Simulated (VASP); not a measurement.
# NbAu3O4 (P1) in VASP: single point with PBEsol

Aim: the single point of NbAu3O4 with PBEsol.

Everything below comes from runs of VASP 6.6.1. Logs are shortened: lines on timing, memory, paths and dates and some standing lists are left out, and cuts for length are marked.

### 1 The cell of the first run

The typed cell holds 8 atoms: a = 4.996 Å, b = 4.615 Å, c = 6.501 Å, α = 108.69°, β = 94.55°, γ = 81.74°.

### 2 Single point, PBEsol

The input, INCAR:

```
SYSTEM = NbAu3O4
ALGO = Normal
EDIFF = 1E-6
ENCUT = 520
GGA = PS
ISIF = 2
ISMEAR = -1
LASPH = .TRUE.
LCHARG = .FALSE.
LREAL = .FALSE.
LWAVE = .FALSE.
NBANDS = 45
NELM = 100
PREC = Accurate
SIGMA = 0.05
```

The input, KPOINTS:

```
k-points
0
G
  4 4 4
  0 0 0
```

The input, POSCAR:

```
NbAu3O4
1.0
    4.9805644635      0.3390409984     -0.2010719922
    0.3222780874      4.5204320335     -0.8719735176
   -0.1980339871     -0.8711221714      6.4393600892
Nb Au O
1 3 4
Direct
   -0.0554753175     -0.0170795126     -0.0292304526
    0.1561637988      0.4338004402      0.4695927452
    0.7332447865      0.0311393595      0.4568525544
    0.4565060302      0.5478199584      0.1438451410
    0.1891034302      0.2578861275      0.1415729495
    0.7157895345      0.8362511377      0.1276531175
    0.1350026643      0.6516849882      0.7862754162
    0.7499058904      0.1501482026      0.7796310496
```

Potentials or basis: VASP PAW PBE potentials, release 64 (Nb_sv, Au, O).

On the command line:

```sh
$ cat potpaw_PBE.64/Nb_sv/POTCAR potpaw_PBE.64/Au/POTCAR potpaw_PBE.64/O/POTCAR > POTCAR
$ mpirun -np 1 vasp_std > vasp.out
```

OUTCAR:

```text
SYSTEM = NbAu3O4
   EDIFF = 1E-6
   ENCUT = 520
   GGA = PS
   ISIF = 2
   ISMEAR = -1
   LASPH = .TRUE.
   LREAL = .FALSE.
   NELM = 100
   PREC = Accurate

 ion  position               nearest neighbor table
   1  0.945  0.983  0.971-   7 1.81   8 1.81   6 1.91   5 1.91   4 3.28
   2  0.156  0.434  0.470-   7 1.98   5 2.03   4 2.91   3 2.99   3 3.19   3 3.24
   3  0.733  0.031  0.457-   8 1.99   6 2.04   4 2.93   2 2.99   2 3.19   2 3.24
   4  0.457  0.548  0.144-   6 2.02   5 2.02   2 2.91   3 2.93   1 3.28
   5  0.189  0.258  0.142-   1 1.91   4 2.02   2 2.03
   6  0.716  0.836  0.128-   1 1.91   4 2.02   3 2.04
   7  0.135  0.652  0.786-   1 1.81   2 1.98
   8  0.750  0.150  0.780-   1 1.81   3 1.99

  LATTYP: Found a triclinic cell.
 ALAT       =    10.2884878242
 B/A-ratio  =     0.6119009879
 C/A-ratio  =     1.3923907292
 COS(alpha) =     0.0026853506
 COS(beta)  =     0.6081618788
 COS(gamma) =     0.7808835087

  Lattice vectors:

 A1 = (   4.5340422758,  -7.8307008972,  -4.8964850462)
 A2 = (   4.6582863761,  -4.1813910351,   0.6709015254)
 A3 = (  -5.2290526641,  -7.6376607226, -10.9337011510)

Analysis of symmetry for initial positions (statically):
=====================================================================
 Subroutine PRICEL returns:
 Original cell was already a primitive cell.

 Routine SETGRP: Setting up the symmetry group for a
 triclinic supercell.

 Subroutine GETGRP returns: Found  1 space group operations
 (whereof  1 operations were pure point group operations)
 out of a pool of  2 trial point group operations.

The static configuration has the point symmetry C_1 .

Analysis of symmetry for dynamics (positions and initial velocities):
=====================================================================
 Subroutine PRICEL returns:
 Original cell was already a primitive cell.

 Routine SETGRP: Setting up the symmetry group for a
 triclinic supercell.

 Subroutine GETGRP returns: Found  1 space group operations
 (whereof  1 operations were pure point group operations)
 out of a pool of  2 trial point group operations.

The dynamic configuration has the point symmetry C_1 .

 Subroutine INISYM returns: Found  1 space group operations
 (whereof  1 operations are pure point group operations),
 and found     1 'primitive' translations

----------------------------------------------------------------------------------------

                                     Primitive cell

  volume of cell :     140.4259

  direct lattice vectors                    reciprocal lattice vectors
     4.980564464  0.339040998 -0.201071992     0.201879402 -0.013548672  0.004375658
     0.322278087  4.520432033 -0.871973518    -0.014299705  0.228104872  0.030418455
    -0.198033987 -0.871122171  6.439360089     0.004367411  0.030465317  0.159550622

  length of vectors
     4.996138621  4.615030525  6.501032968     0.202380844  0.230567987  0.162491879

  position of ions in fractional coordinates (direct lattice)
     0.944524683  0.982920487  0.970769547
     0.156163799  0.433800440  0.469592745
     0.733244787  0.031139360  0.456852554
     0.456506030  0.547819958  0.143845141
     0.189103430  0.257886128  0.141572950
     0.715789534  0.836251138  0.127653118
     0.135002664  0.651684988  0.786275416
     0.749905890  0.150148203  0.779631050

  ion indices of the primitive-cell ions
   primitive index   ion index
                 1           1
                 2           2
                 3           3
                 4           4
                 5           5
                 6           6
                 7           7
                 8           8

----------------------------------------------------------------------------------------

 KPOINTS: k-points

Automatic generation of k-mesh.
 Grid dimensions read from file:
 generate k-points for:    4    4    4

 Generating k-lattice:

  Cartesian coordinates                     Fractional coordinates (reciprocal lattice)
     0.050469851 -0.003387168  0.001093914     0.250000000  0.000000000  0.000000000
    -0.003574926  0.057026218  0.007604614    -0.000000000  0.250000000  0.000000000
     0.001091853  0.007616329  0.039887656     0.000000000  0.000000000  0.250000000

  Length of vectors
     0.050595211  0.057641997  0.040622970

  Shift w.r.t. Gamma in fractional coordinates (k-lattice)
     0.000000000  0.000000000  0.000000000

 Subroutine IBZKPT returns following result:
 ===========================================

 Found     36 irreducible k-points:

 Following reciprocal coordinates:
            Coordinates               Weight
  0.000000  0.000000  0.000000      1.000000
  0.250000  0.000000  0.000000      2.000000
  0.500000  0.000000  0.000000      1.000000
 -0.000000  0.250000  0.000000      2.000000
  0.250000  0.250000 -0.000000      2.000000
  0.500000  0.250000  0.000000      2.000000
[... 16 lines left out ...]
 -0.000000 -0.250000  0.250000      2.000000
  0.250000 -0.250000  0.250000      2.000000
 [... further k-points ...]
   k-points           NKPTS =     36   k-points in BZ     NKDIM =     36   number of bands    NBANDS=     45
   number of dos      NEDOS =    301   number of ions     NIONS =      8
   total plane-waves  NPLWV =  69120
   dimension x,y,z NGX =    40 NGY =   36 NGZ =   48
   dimension x,y,z NGXF=    80 NGYF=   72 NGZF=   96
   ions per type =               1   3   4
   NGX,Y,Z   is equivalent  to a cutoff of  13.31, 12.97, 12.27 a.u.
   NGXF,Y,Z  is equivalent  to a cutoff of  26.62, 25.94, 24.55 a.u.
 SYSTEM =  NbAu3O4
   PREC   = accura    normal or accurate (medium, high low for compatibility)
   ISTART =      0    job   : 0-new  1-cont  2-samecut
   ICHARG =      2    charge: 1-file 2-atom 10-const
   ISPIN  =      1    spin polarized calculation?
   LNONCOLLINEAR =      F non collinear calculations
   LSORBIT =      F    spin-orbit coupling
   LASPH  =      T    aspherical Exc in radial PAW
   ENCUT  =  520.0 eV  38.22 Ry    6.18 a.u.   9.29  8.58 12.09*2*pi/ulx,y,z
   NELM   =    100;   NELMIN=  2; NELMDL= -5     # of ELM steps
   EDIFF  = 0.1E-05   stopping-criterion for ELM
   LREAL  =      F    real-space projection
   EDIFFG = 0.1E-04   stopping-criterion for IOM
   NSW    =      0    number of steps for IOM
   IBRION =     -1    ionic relax: 0-MD 1-quasi-New 2-CG
   NFREE  =      0    steps in history (QN), initial steepest desc. (CG)
   ISIF   =      2    stress and relaxation
   ISYM   =      2    0-nonsym 1-usesym 2-fastsym
   POTIM  = 0.5000    time-step for ionic-motion
   TEBEG  =    0.0;   TEEND  =   0.0 temperature during run
   PSTRESS=    0.0 pullay stress
   NELECT =      70.0000    total number of electrons
   NUPDOWN=      -1.0000    fix difference up-down
   EMIN   =  10.00;   EMAX   =-10.00  energy-range for DOS
   EFERMI =   0.00;   METHOD = LEGACY
   ISMEAR =    -1;   SIGMA  =   0.05  broadening in eV -4-tet -1-fermi 0-gaus
   EFERMI_NEDOS =   21; number of points for ismear=-14 and -15
   IALGO  =     38    algorithm
   IMIX   =      4    mixing-type and parameters
     AMIX     =   0.40;   BMIX     =  1.00
     AMIX_MAG =   1.60;   BMIX_MAG =  1.00
  volume/ion in A,a.u.               =      17.55       118.46
  Fermi-wavevector in a.u.,A,eV,Ry     =   1.298051  2.452961 22.924955  1.684937
  Thomas-Fermi vector in A             =   2.429404
   LORBIT       =      0    0 simple, 1 ext, 2 COOP (PROOUT), +10 PAW based schemes
   GGA     = PS    functional components
   LHFCALC =     F    Hartree Fock is set to
   AEXX    =    0.0000 exact exchange contribution
   IVDW    =     0    specifies the selected vdW correction
   LEPSILON=     F    determine dielectric tensor
   LRPA    =     F    only Hartree local field effects (RPA)
 non-spin polarized calculation
  energy-cutoff  :      520.00
  volume of cell :      140.43
 maximum number of plane-waves:      3800
 NGX is ok and might be reduce to    40
   NGX = 19   NGY = 17   NGZ = 25

 number of electron      69.9999991 magnetization

 Free energy of the ion-electron system (eV)
  ---------------------------------------------------
  ext. energy  EPLUGINS =         0.00000000
  ---------------------------------------------------
  free energy    TOTEN  =       -50.90255298 eV

  energy without entropy =      -50.90255003  energy(sigma->0) =      -50.90255151

 E-fermi :   4.6601     XC(G=0): -10.1462

 val. band max:        4.1246344608   @ k =   0.0000   0.0000   0.0000
 cond. band min:       5.1424948488   @ k =   0.5000   0.0000   0.0000
 fundamental gap:      1.0178603879
 Fermi energy:         4.6600774892

 k-point     1 :       0.0000    0.0000    0.0000
  band No.  band energies     occupation
      1     -52.0198      2.00000
      2     -28.4714      2.00000
      3     -28.4437      2.00000
      4     -28.2925      2.00000
      5     -15.6433      2.00000
      6     -14.8898      2.00000
[... 37 lines left out ...]
     44       9.6616      0.00000
     45       9.7981      0.00000

 k-point     2 :       0.2500    0.0000    0.0000
  band No.  band energies     occupation
      1     -52.0198      2.00000
      2     -28.4718      2.00000
      3     -28.4435      2.00000
      4     -28.2935      2.00000
      5     -15.5386      2.00000
      6     -15.0092      2.00000
[... 37 lines left out ...]
     44       9.9025      0.00000
     45      10.5808      0.00000

 k-point     3 :       0.5000    0.0000    0.0000
  band No.  band energies     occupation
      1     -52.0198      2.00000
      2     -28.4721      2.00000
      3     -28.4433      2.00000
      4     -28.2945      2.00000
      5     -15.2851      2.00000
      6     -15.2756      2.00000
[... 997 lines left out ...]
     44       9.3145      0.00000
     45      10.4952      0.00000

 k-point    24 :       0.2500   -0.2500    0.2500
  band No.  band energies     occupation
      1     -52.0198      2.00000
      2     -28.4729      2.00000
      3     -28.4438      2.00000
      4     -28.2947      2.00000
      5     -15.5170      2.00000
      6     -14.9695      2.00000
[... 37 lines left out ...]
     44       9.5642      0.00000
     45      10.4673      0.00000

 [... further k-points ...]

------------------------ aborting loop because EDIFF is reached ----------------------------------------

  FORCE on cell =-STRESS in cart. coord.  units (eV):
  Direction    XX          YY          ZZ          XY          YZ          ZX
  --------------------------------------------------------------------------------------
  -------------------------------------------------------------------------------------
  Total       -0.0696018     -0.0279599      0.1618673      0.0139285      0.0245986      0.0111001
  in kB       -0.7941157     -0.3190059      1.8468117      0.1589161      0.2806560      0.1266461
  external PRESSURE =       0.2445634 kB  Pullay stress =       0.0000000 kB

 VOLUME and BASIS-vectors are now :
 -----------------------------------------------------------------------------
  energy-cutoff  :      520.00
  volume of cell :      140.43
      direct lattice vectors                 reciprocal lattice vectors
     4.980564464  0.339040998 -0.201071992     0.201879402 -0.013548672  0.004375658
     0.322278087  4.520432033 -0.871973518    -0.014299705  0.228104872  0.030418455
    -0.198033987 -0.871122171  6.439360089     0.004367411  0.030465317  0.159550622

 POSITION                                       TOTAL-FORCE (eV/Angst)
 -----------------------------------------------------------------------------------
      4.82879      3.91780      5.20414         0.004497      0.007729      0.050700
      0.82459      1.60484      2.61421         0.008238     -0.012468     -0.006123
      3.57154     -0.00861      2.76725        -0.006138      0.007495     -0.011546
      2.42172      2.50585      0.35680         0.005121     -0.002958     -0.008200
      0.99692      1.10654      0.64875        -0.028822     -0.024030     -0.019025
      3.80926      3.91170     -0.05111         0.020251      0.016486     -0.023083
      0.72670      2.30673      4.46771         0.005677     -0.004324      0.008444
      3.62895      0.25383      4.73861        -0.008823      0.012070      0.008833
 -----------------------------------------------------------------------------------
    total drift:                                0.000396     -0.000054     -0.000150

  FREE ENERGIE OF THE ION-ELECTRON SYSTEM (eV)
  ---------------------------------------------------
  free  energy   TOTEN  =       -50.9025529841 eV

  energy  without entropy=      -50.9025500301  energy(sigma->0) =      -50.90255151
```

It took 4.6 min on 1 thread of Intel Xeon Platinum 8259CL at 2.50GHz (Skylake/Cascade Lake), shared host; peak memory 0.37 GiB.

What came out:

| Property | Result |
| --- | --- |
| Free energy | -50.9026 eV |
| Pressure | 0.0 GPa |
| Largest force | 0.051 eV/Å |
| Band gap on the k mesh | 1.02 eV (least direct gap 1.22 eV) |

Forces in eV/Å, atoms in the order of the input:
```
Nb   0.004  0.008  0.051
Au   0.008 -0.012 -0.006
Au  -0.006  0.007 -0.012
Au   0.005 -0.003 -0.008
O   -0.029 -0.024 -0.019
O    0.020  0.016 -0.023
O    0.006 -0.004  0.008
O   -0.009  0.012  0.009
```

Stress tensor (GPa, compression positive):
```
-0.08  0.02  0.01
 0.02 -0.03  0.03
 0.01  0.03  0.18
```

Caveat: the PAW data sets were made with another functional, which shifts forces and pressure a little; spin-orbit coupling is left out, which moves the levels of the heavy elements.
